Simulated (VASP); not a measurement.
Write the native input for VASP 6.6.1 that does the following.

* Task: single point
* Functional: LDA
* Potentials or basis: VASP PAW LDA potentials, release 64 (Ti_sv, Al)
* Cutoff: 520 eV
* k mesh: 16 × 16 × 16
* Occupations: gaussian, width 0.15 eV
* Spin: no spin polarisation
* Dipole correction: no
* Further INCAR settings: ALGO = Fast; EDIFF = 1e-07; NBANDS = 14

The structure of TiAl lies in POSCAR:

```
TiAl
1.0
    2.7797582205      0.0000000000      0.0000000000
    0.0000000000      2.7797582205      0.0000000000
    0.0000000000      0.0000000000      3.4724739691
Ti Al
1 1
Direct
    0.0000000000      0.0000000000      0.0000000000
    0.5000000000      0.5000000000      0.5000000000
```

These files were run (other wordings do the same):

INCAR

```
SYSTEM = TiAl
ALGO     = Fast           ! electronic algorithm
EDIFF    = 1E-7           ! SCF threshold, eV
ENCUT    = 520            ! plane-wave cutoff, eV
GGA      = CA             ! functional
ISIF     = 2              ! what is computed and relaxed
ISMEAR   = 0              ! smearing method
LASPH    = .TRUE.         ! aspherical terms in the spheres
LCHARG   = .TRUE.         ! write CHGCAR
LELF     = .TRUE.         ! ELF
LREAL    = .FALSE.        ! projectors in reciprocal space
LVHAR    = .TRUE.       
LWAVE    = .FALSE.        ! write WAVECAR
NBANDS   = 14             ! bands
NELM     = 60             ! most SCF steps
PREC     = Accurate       ! precision mode
SIGMA    = 0.15           ! smearing width, eV
```

KPOINTS

```
k-points
0
G
  16 16 16
  0 0 0
```

Potentials or basis: VASP PAW LDA potentials, release 64 (Ti_sv, Al).

Launch:

```console
$ cat potpaw_LDA.64/Ti_sv/POTCAR potpaw_LDA.64/Al/POTCAR > POTCAR
$ mpirun -np 1 vasp_std > vasp.out
```

Results of the run:

* Pressure: 21.2 GPa
* Band gap on the k mesh: zero (an odd number of electrons rules out a gap without spin polarisation)

Caveat: the cell stands under pressure.

Wall time 4.1 min on 1 thread of Intel(R) Xeon(R) Platinum 8259CL CPU @ 2.50GHz (Skylake/Cascade Lake), with other jobs on the host, peak memory 0.26 GiB.
